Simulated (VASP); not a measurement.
## MgO: single point with PBEsol

MgO:

```
CELL_PARAMETERS angstrom
3.51796 0.00000 0.00000
-1.75898 3.04664 0.00000
0.00000 0.00000 3.97389
ATOMIC_POSITIONS crystal
Mg 0.66667 0.33333 0.75000
Mg 0.33333 0.66667 0.25000
O 0.66667 0.33333 0.25000
O 0.33333 0.66667 0.75000
```

This cell differs from its parent crystal: volume 10.648 Å^3 an atom, c/a of the conventional cell 1.1296.

```
Program             : VASP 6.6.1
Task                : single point
Functional          : PBEsol
Potentials or basis : VASP PAW PBE potentials, release 64 (Mg, O)
Cutoff              : 520 eV
k mesh              : 9 × 9 × 6
Occupations         : gaussian, width 0.05 eV
Spin                : no spin polarisation
```

```
Pressure               : 7.0 GPa
Band gap on the k mesh : 3.53 eV, direct
```

Stress tensor (GPa, compression positive):
```
 1.92  0.00  0.00
 0.00  1.92  0.00
 0.00  0.00 17.27
```

Levels at points of the mesh, in eV from the valence-band top:
```csv
k point,band 4,band 5,band 6,band 7,band 8,band 9,band 10,band 11,band 12,band 13
"(0.00, 0.00, 0.00)",-1.84,-1.84,-0.71,-0.71,0.00,3.53,9.99,12.34,12.34,12.99
"(0.00, 0.00, 0.50)",-2.48,-1.30,-1.30,-1.30,-1.30,6.64,6.64,12.69,12.69,12.69
```

Wall time 18 s on 1 thread of Intel(R) Xeon(R) 6975P-C (Granite Rapids) (shared host), peak memory 0.17 GiB.

Caveat: the PAW data sets were made with another functional, which shifts forces and pressure a little.
